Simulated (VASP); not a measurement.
Wanted: the native input for a VASP 6.6.1 run.

```
Task                   : single point
Functional             : PBEsol
Potentials or basis    : VASP PAW PBE potentials, release 64 (Ge_d)
Cutoff                 : 520 eV
k mesh                 : 20 × 20 × 18
Occupations            : gaussian, width 0.15 eV
Spin                   : no spin polarisation
Dipole correction      : no
Further INCAR settings : ALGO = Normal; EDIFF = 1e-07; NBANDS = 13
```

The structure of Ge lies in POSCAR:

```
Ge
1.0
    1.4670064500     -2.7305418000      0.0000000000
    1.4670064500      2.7305418000      0.0000000000
    0.0000000000      0.0000000000      2.5633194500
Ge
1
Direct
    0.5000000000      0.5000000000      0.0000000000
```

This cell differs from its parent crystal: strain +0.050 along x and y, -0.050 along z.

The input as run:

INCAR

```
SYSTEM = Ge
ALGO     = Normal         ! electronic algorithm
EDIFF    = 1E-7           ! SCF threshold, eV
ENCUT    = 520            ! plane-wave cutoff, eV
GGA      = PS             ! functional
ISIF     = 2              ! what is computed and relaxed
ISMEAR   = 0              ! smearing method
LASPH    = .True.         ! aspherical terms in the spheres
LCHARG   = .False.        ! write CHGCAR
LREAL    = .False.        ! projectors in reciprocal space
LWAVE    = .False.        ! write WAVECAR
NBANDS   = 13             ! bands
NELM     = 100            ! most SCF steps
PREC     = Accurate       ! precision mode
SIGMA    = 0.15           ! smearing width, eV
```

KPOINTS

```
k-points
0
Gamma
  20 20 18
  0 0 0
```

Potentials or basis: VASP PAW PBE potentials, release 64 (Ge_d).

Run with:

```bash
$ cat potpaw_PBE.64/Ge_d/POTCAR > POTCAR
$ mpirun -np 1 vasp_std > vasp.out
```

Results of the run:

- Pressure: -5.4 GPa
- Band gap on the k mesh: zero (band 7 reaches 11.31 eV, above the bottom of band 8 at 2.67 eV)

Caveat: the cell differs from its parent crystal (strain +0.050 along x and y, -0.050 along z); the PAW data sets were made with another functional, which shifts forces and pressure a little.

Run time: 78 s on 1 thread of Intel(R) Xeon(R) 6975P-C (Granite Rapids), on a shared host, peak memory 0.37 GiB.
